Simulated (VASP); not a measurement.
# W: single point with PBEsol

The system is W.

```
CELL_PARAMETERS angstrom
0.00000 2.05106 2.05106
2.05106 0.00000 2.05106
2.05106 2.05106 0.00000
ATOMIC_POSITIONS crystal
W 0.00000 0.00000 0.00000
```

This cell differs from its parent crystal: volume 17.257 Å^3 an atom, c/a of the conventional cell 1.0000.

```
Program             : VASP 6.6.1
Task                : single point
Functional          : PBEsol
Potentials or basis : VASP PAW PBE potentials, release 64 (W_sv)
Cutoff              : 500 eV
k mesh              : 22 × 22 × 22
Occupations         : gaussian, width 0.15 eV
Spin                : no spin polarisation
```

```yaml
Pressure: -19.5 GPa
Band_gap_on_the_k_mesh: zero (band 7 reaches 12.45 eV, above the bottom of band 8 at 9.14 eV)
```

Levels at points of the mesh, in eV from the Fermi level:
| k point | band 4 | band 5 | band 6 | band 7 | band 8 | band 9 | band 10 | band 11 |
| --- | --- | --- | --- | --- | --- | --- | --- | --- |
| (0.00, 0.00, 0.00) | -37.42 | -8.75 | -0.51 | -0.51 | -0.51 | 2.38 | 2.38 | 12.75 |
| (0.50, 0.00, 0.00) | -37.56 | -5.35 | -0.72 | -0.72 | 0.51 | 4.70 | 4.70 | 9.53 |
| (0.50, 0.50, 0.00) | -37.78 | -5.16 | -4.22 | 2.79 | 4.65 | 5.38 | 5.38 | 11.31 |

Wall time 28 s on 1 thread of Intel Xeon 6975P-C, with other jobs on the host, peak memory 0.19 GiB.

Caveat: the PAW data sets were made with another functional, which shifts forces and pressure a little; spin-orbit coupling is left out, which moves the levels of the heavy elements.
